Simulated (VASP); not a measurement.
Input of a VASP 6.6.1 run:

INCAR

```
PREC     = Accurate       # precision mode
ENCUT    = 520            # plane-wave cutoff, eV
EDIFF    = 1E-7           # SCF threshold, eV
ISMEAR   = 0              # smearing method
SIGMA    = 0.05           # smearing width, eV
LREAL    = False          # projectors in reciprocal space
LASPH    = True           # aspherical terms in the spheres
NELM     = 100            # most SCF steps
ALGO     = Normal         # electronic algorithm
ISIF     = 2              # what is computed and relaxed
LWAVE    = False          # write WAVECAR
LCHARG   = True           # write CHGCAR
GGA      = PE             # functional
LELF     = True           # ELF
LVHAR    = True         
NBANDS   = 26             # bands
```

Contents of KPOINTS:

```
regular mesh
0
Gamma
  6 6 10
```

POSCAR

```
BN
1.0
    4.5222000000      0.0000000000      0.0000000000
    0.0000000000      4.5222000000      0.0000000000
    0.0000000000      0.0000000000      2.5491935092
B N
4 4
Direct
    0.1742811368      0.8257188632      0.5000000000
    0.3257188632      0.3257188632      0.0000000000
    0.6742811368      0.6742811368      0.0000000000
    0.8257188632      0.1742811368      0.5000000000
    0.8126115048      0.8126115048      0.5000000000
    0.3126115048      0.6873884952      0.0000000000
    0.6873884952      0.3126115048      0.0000000000
    0.1873884952      0.1873884952      0.5000000000
```

Potentials or basis: VASP PAW PBE potentials, release 64 (B, N).

Command:

```sh
$ cat potpaw_PBE.64/B/POTCAR potpaw_PBE.64/N/POTCAR > POTCAR
$ mpirun -np 1 vasp_std > vasp.out
```

Q: Predict the band gap on the k mesh.

A: 4.87 eV, indirect (least direct gap 5.93 eV).

Q: What does it give for the pressure?

A: -13.4 GPa.

Q: What does it give for the largest force?

A: 0.224 eV/Å.

Forces in eV/Å, atoms in the order of the input:
```
B    0.018 -0.018  0.000
B   -0.018 -0.018  0.000
B    0.018  0.018  0.000
B   -0.018  0.018  0.000
N    0.158  0.158  0.000
N    0.158 -0.158  0.000
N   -0.158  0.158  0.000
N   -0.158 -0.158  0.000
```

A k mesh can miss the band edges. As with any semilocal functional, this PBE gap is likely too small.
